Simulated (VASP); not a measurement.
Here is a VASP 6.6.1 calculation.

Contents of INCAR:

```
SYSTEM = GaAs
  PREC = Accurate
  ENCUT = 520
  EDIFF = 1E-6
  ISMEAR = 0
  SIGMA = 0.01
  LREAL = .FALSE.
  LASPH = .TRUE.
  NELM = 100
  ALGO = Normal
  ISIF = 2
  LWAVE = .FALSE.
  LCHARG = .FALSE.
  GGA = PS
  NBANDS = 26
```

KPOINTS

```
regular mesh
0
G
  10 10 6
  0 0 0
```

File POSCAR:

```
GaAs
1.0
    2.9421354669      2.9421354669      0.0000000000
   -2.9421354669      2.9421354669      0.0000000000
    0.0000000000      0.0000000000      5.4511085085
Ga As
2 2
Direct
    0.0000000000      0.0000000000      0.0000000000
    0.5000000000      0.5000000000      0.5000000000
    0.5000000000      0.0000000000      0.7500000000
    0.0000000000      0.5000000000      0.2500000000
```

Potentials or basis: VASP PAW PBE potentials, release 64 (Ga_d, As).

The run is started by

```sh
$ cat potpaw_PBE.64/Ga_d/POTCAR potpaw_PBE.64/As/POTCAR > POTCAR
$ mpirun -np 1 vasp_std > vasp.out
```

**Question.** Estimate the pressure.

**Answer.** -2.4 GPa.

**Question.** Estimate the band gap on the k mesh.

**Answer.** 0.15 eV.

Stress tensor (GPa, compression positive):
```
-3.74  0.00  0.00
 0.00 -3.74  0.00
 0.00  0.00  0.14
```

Caveat: the cell differs from its parent crystal (biaxial strain in the a-b plane: +4.0 %, then relaxed in part); the PAW data sets were made with another functional, which shifts forces and pressure a little. A k mesh can miss the band edges.
